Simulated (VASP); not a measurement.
# MnF2 (P4_2/mnm) in VASP: single point with PBE

Aim: the single point of MnF2 with PBE.

All numbers are computed with VASP 6.6.1; they aren't measurements. Logs are shortened: lines on timing, memory, paths and dates and some standing lists are left out, and cuts for length are marked.

## Step 1: The cell of the first run

Symmetry: P4_2/mnm, No. 136, tetragonal system. Conventional cell: a = 4.950 Å, b = 4.950 Å, c = 3.339 Å, α = 90.00°, β = 90.00°, γ = 90.00°. Mn (site symmetry mmm) has 6 F at 2.14 to 2.16 Å within 2.8 Å. Within 2.8 Å of F (site symmetry m2m) lie 3 Mn at 2.14 to 2.16 Å and 1 F at 2.73 Å.

## Step 2: Single point, PBE, collinear spin, ferromagnetic start

The input, INCAR:

```
SYSTEM = MnF2
  PREC = Accurate
  ENCUT = 520
  EDIFF = 1E-6
  ISMEAR = 0
  SIGMA = 0.02
  LREAL = .FALSE.
  LASPH = .TRUE.
  NELM = 150
  ALGO = Normal
  ISIF = 2
  LWAVE = .FALSE.
  LCHARG = .FALSE.
  ISPIN = 2
  MAGMOM = 4.6 4.6 0.11 0.11 0.11 0.11
  LORBIT = 11
  LMAXMIX = 4
  GGA = PE
  NBANDS = 40
```

The input, KPOINTS:

```
Automatic mesh
0
G
  6 6 8
  0 0 0
```

The input, POSCAR:

```
MnF2
1.0
    4.9500862672      0.0000000000      0.0000000000
    0.0000000000      4.9500862672      0.0000000000
    0.0000000000      0.0000000000      3.3387944291
Mn F
2 4
Direct
    0.5000000000      0.5000000000      0.5000000000
    0.0000000000      0.0000000000      0.0000000000
    0.6947681323      0.6947681323      0.0000000000
    0.8052318677      0.1947681323      0.5000000000
    0.3052318677      0.3052318677      0.0000000000
    0.1947681323      0.8052318677      0.5000000000
```

Potentials or basis: VASP PAW PBE potentials, release 64 (Mn_pv, F).

On the command line:

```sh
$ cat potpaw_PBE.64/Mn_pv/POTCAR potpaw_PBE.64/F/POTCAR > POTCAR
$ mpirun -np 1 vasp_std > vasp.out
```

OUTCAR:

```text
SYSTEM = MnF2
   PREC = Accurate
   ENCUT = 520
   EDIFF = 1E-6
   ISMEAR = 0
   LREAL = .FALSE.
   LASPH = .TRUE.
   NELM = 150
   ISIF = 2
   ISPIN = 2
   LORBIT = 11
   GGA = PE

 ion  position               nearest neighbor table
   1  0.500  0.500  0.500-   4 2.14   6 2.14   5 2.16   3 2.16   3 2.16   5 2.16
   2  0.000  0.000  0.000-   3 2.14   5 2.14   4 2.16   6 2.16   4 2.16   6 2.16
   3  0.695  0.695  0.000-   2 2.14   1 2.16   1 2.16
   4  0.805  0.195  0.500-   1 2.14   2 2.16   2 2.16
   5  0.305  0.305  0.000-   2 2.14   1 2.16   1 2.16
   6  0.195  0.805  0.500-   1 2.14   2 2.16   2 2.16

  LATTYP: Found a simple tetragonal cell.
 ALAT       =     4.9500862672
 C/A-ratio  =     0.6744921702

  Lattice vectors:

 A1 = (   4.9500862672,   0.0000000000,   0.0000000000)
 A2 = (   0.0000000000,   4.9500862672,   0.0000000000)
 A3 = (   0.0000000000,   0.0000000000,   3.3387944291)

Analysis of symmetry for initial positions (statically):
=====================================================================
 Subroutine PRICEL returns:
 Original cell was already a primitive cell.

 Routine SETGRP: Setting up the symmetry group for a
 simple tetragonal supercell.

 Subroutine GETGRP returns: Found 16 space group operations
 (whereof  8 operations were pure point group operations)
 out of a pool of 16 trial point group operations.

The static configuration has the point symmetry D_2h.
 The point group associated with its full space group is D_4h.

Analysis of symmetry for dynamics (positions and initial velocities):
=====================================================================
 Subroutine PRICEL returns:
 Original cell was already a primitive cell.

 Routine SETGRP: Setting up the symmetry group for a
 simple tetragonal supercell.

 Subroutine GETGRP returns: Found 16 space group operations
 (whereof  8 operations were pure point group operations)
 out of a pool of 16 trial point group operations.

The dynamic configuration has the point symmetry D_2h.
 The point group associated with its full space group is D_4h.

Analysis of structural, dynamic, and magnetic symmetry:
=====================================================================
 Subroutine PRICEL returns:
 Original cell was already a primitive cell.

 Routine SETGRP: Setting up the symmetry group for a
 simple tetragonal supercell.

 Subroutine GETGRP returns: Found 16 space group operations
 (whereof  8 operations were pure point group operations)
 out of a pool of 16 trial point group operations.

The overall configuration has the point symmetry D_2h.
 The point group associated with its full space group is D_4h.
[... 147 lines left out ...]

 number of electron      54.0000054 magnetization       9.9999994

 Free energy of the ion-electron system (eV)
  ---------------------------------------------------
  ext. energy  EPLUGINS =         0.00000000
  ---------------------------------------------------
  free energy    TOTEN  =       -39.34126454 eV

  energy without entropy =      -39.34126454  energy(sigma->0) =      -39.34126454

 E-fermi :   3.0924     XC(G=0):  -9.5516

 val. band max:        2.8467355353   @ k =   0.0000   0.0000   0.0000
 cond. band min:       4.0542030355   @ k =   0.0000   0.0000   0.0000
 fundamental gap:      1.2074675002
 Fermi energy:         3.0924048430

 spin component 1

 k-point     1 :       0.0000    0.0000    0.0000
  band No.  band energies     occupation
      1     -47.2202      1.00000
      2     -47.2202      1.00000
      3     -47.1675      1.00000
      4     -47.1675      1.00000
      5     -47.1604      1.00000
      6     -47.1590      1.00000
[... 997 lines left out ...]
     38      12.7382      0.00000
     39      13.6389      0.00000

 [... further k-points ...]

 spin component 2

 k-point     1 :       0.0000    0.0000    0.0000
  band No.  band energies     occupation
      1     -42.2502      1.00000
      2     -42.2502      1.00000
      3     -42.1880      1.00000
      4     -42.1880      1.00000
      5     -42.1764      1.00000
      6     -42.1742      1.00000
[... 997 lines left out ...]
     38      13.7408      0.00000
     39      14.4808      0.00000

 [... further k-points ...]

 [bands above 39 left out]

------------------------ aborting loop because EDIFF is reached ----------------------------------------

  FORCE on cell =-STRESS in cart. coord.  units (eV):
  Direction    XX          YY          ZZ          XY          YZ          ZX
  --------------------------------------------------------------------------------------
  -------------------------------------------------------------------------------------
  Total       -0.0265722     -0.0265722     -0.0024827      0.0000000      0.0000000      0.0000000
  in kB       -0.5203833     -0.5203833     -0.0486196      0.0000000      0.0000000      0.0000000
  external PRESSURE =      -0.3631287 kB  Pullay stress =       0.0000000 kB

 VOLUME and BASIS-vectors are now :
 -----------------------------------------------------------------------------
  energy-cutoff  :      520.00
  volume of cell :       81.81
      direct lattice vectors                 reciprocal lattice vectors
     4.950086267  0.000000000  0.000000000     0.202016681  0.000000000  0.000000000
     0.000000000  4.950086267  0.000000000     0.000000000  0.202016681  0.000000000
     0.000000000  0.000000000  3.338794429     0.000000000  0.000000000  0.299509305

 POSITION                                       TOTAL-FORCE (eV/Angst)
 -----------------------------------------------------------------------------------
      2.47504      2.47504      1.66940        -0.000000      0.000000      0.000000
      0.00000      0.00000      0.00000        -0.000000      0.000000      0.000000
      3.43916      3.43916      0.00000         0.002290      0.002290      0.000000
      3.98597      0.96412      1.66940        -0.002290      0.002290      0.000000
      1.51092      1.51092      0.00000        -0.002290     -0.002290     -0.000000
      0.96412      3.98597      1.66940         0.002290     -0.002290     -0.000000
 -----------------------------------------------------------------------------------
    total drift:                                0.000000     -0.000000     -0.000000

  FREE ENERGIE OF THE ION-ELECTRON SYSTEM (eV)
  ---------------------------------------------------
  free  energy   TOTEN  =       -39.3412645362 eV

  energy  without entropy=      -39.3412645362  energy(sigma->0) =      -39.34126454

 total charge

# of ion       s       p       d       tot
------------------------------------------
    1        0.157   6.134   4.933  11.224
    2        0.157   6.134   4.933  11.224
    3        1.734   4.359   0.000   6.093
    4        1.734   4.359   0.000   6.093
    5        1.734   4.359   0.000   6.093
    6        1.734   4.359   0.000   6.093
--------------------------------------------------
tot          7.251  29.703   9.865  46.819

 magnetization (x)

# of ion       s       p       d       tot
------------------------------------------
    1        0.024   0.020   4.551   4.596
    2        0.024   0.020   4.551   4.596
    3        0.008   0.078   0.000   0.086
    4        0.008   0.078   0.000   0.086
    5        0.008   0.078   0.000   0.086
    6        0.008   0.078   0.000   0.086
--------------------------------------------------
tot          0.081   0.351   9.103   9.535
```

Run time: 5.1 min. Hardware: 1 thread of Intel Xeon 6975P-C, shared host; peak memory 0.38 GiB.

What came out:

```
Free energy                                           : -39.3413 eV
Pressure                                              : 0.0 GPa
Largest force                                         : 0.003 eV/Å
Band gap on the k mesh                                : 1.21 eV, direct
Net moment                                            : 10.00 μB per cell
Site moments                                          : Mn +4.60; F +0.09 μB
Valence electrons inside the program's atomic spheres : Mn 11.22; F 6.09
```

Forces in eV/Å, atoms in the order of the input:
```
Mn   0.000  0.000  0.000
Mn   0.000  0.000  0.000
F    0.002  0.002  0.000
F   -0.002  0.002  0.000
F   -0.002 -0.002  0.000
F    0.002 -0.002  0.000
```

Levels at points of the mesh, in eV from the valence-band top:
Spin up:
```
           k point  band 28  band 29  band 30  band 31  band 32  band 33  band 34  band 35  band 36  band 37
(0.00, 0.00, 0.00)    -1.70    -1.48    -0.51    -0.51     0.00     1.21     6.58     6.58     7.60     9.59
(0.50, 0.00, 0.00)    -1.84    -0.78    -0.78    -0.62    -0.62     3.50     3.50     7.83     7.83     9.69
(0.50, 0.50, 0.00)    -1.79    -1.08    -1.08    -0.51    -0.51     4.88     4.88     5.65     5.65    11.81
(0.00, 0.00, 0.50)    -1.75    -1.16    -1.16    -0.96    -0.96     5.73     5.73     9.48     9.48     9.64
(0.50, 0.00, 0.50)    -1.71    -1.58    -1.58    -0.29    -0.29     6.81     6.81     6.91     6.91    10.84
(0.50, 0.50, 0.50)    -1.86    -1.18    -1.18    -0.79    -0.79     6.65     6.65     8.03     8.03     8.78
```
Spin down:
```
           k point  band 19  band 20  band 21  band 22  band 23  band 24  band 25  band 26
(0.00, 0.00, 0.00)    -4.73    -4.35    -4.35    -4.06     1.88     1.91     2.28     2.37
(0.50, 0.00, 0.00)    -5.10    -5.10    -4.38    -4.38     2.07     2.07     2.48     2.48
(0.50, 0.50, 0.00)    -4.78    -4.78    -4.68    -4.68     1.95     1.95     2.38     2.38
(0.00, 0.00, 0.50)    -4.91    -4.91    -4.73    -4.73     2.29     2.29     2.37     2.37
(0.50, 0.00, 0.50)    -4.78    -4.78    -4.54    -4.54     2.04     2.04     2.43     2.43
(0.50, 0.50, 0.50)    -4.52    -4.52    -4.46    -4.46     2.27     2.27     2.35     2.35
```

Caveat: only a ferromagnetic start was run, and an antiferromagnetic order may lie lower in energy.
